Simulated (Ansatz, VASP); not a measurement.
## Two plane-wave programs on KF

```xyz
2
Lattice="0.0000 2.6719 2.6719 2.6719 0.0000 2.6719 2.6719 2.6719 0.0000" Properties=species:S:1:pos:R:3 pbc="T T T"
K     0.0000    0.0000    0.0000
F     2.6719    2.6719    2.6719
```

Alike in both runs: functional revPBE; dispersion D4; k mesh 9 × 9 × 9; no spin polarisation.

|  | VASP | Ansatz |
| --- | --- | --- |
| version | VASP 6.6.1 | Ansatz 0.2.0 |
| potentials or method | VASP PAW PBE potentials, release 64 (K_sv, F) | Ansatz NC |
| plane-wave cutoff (eV) | 600 | 1320 |
| occupations | gaussian, width 0.01 eV | fixed |
| valence electrons in the cell | 16 | 16 |
| task | single point | atomic charges |

Ansatz gave:

- gap on the k mesh at the Fermi level (eV): 6.49
- least direct gap on the mesh (eV): 6.49
- pressure (GPa): 2.5

Problem. Which values does VASP return?

Solution. gap on the k mesh at the Fermi level (eV): 6.47; least direct gap on the mesh (eV): 6.47; pressure (GPa): 2.5.

VASP's potentials were made for PBE, not for revPBE.

Noted on Ansatz's run: the potentials were made for another functional, which shifts forces and pressure; odd divisions of the mesh miss points on the zone boundary, where band edges often lie, so the gap on the mesh can be too wide.
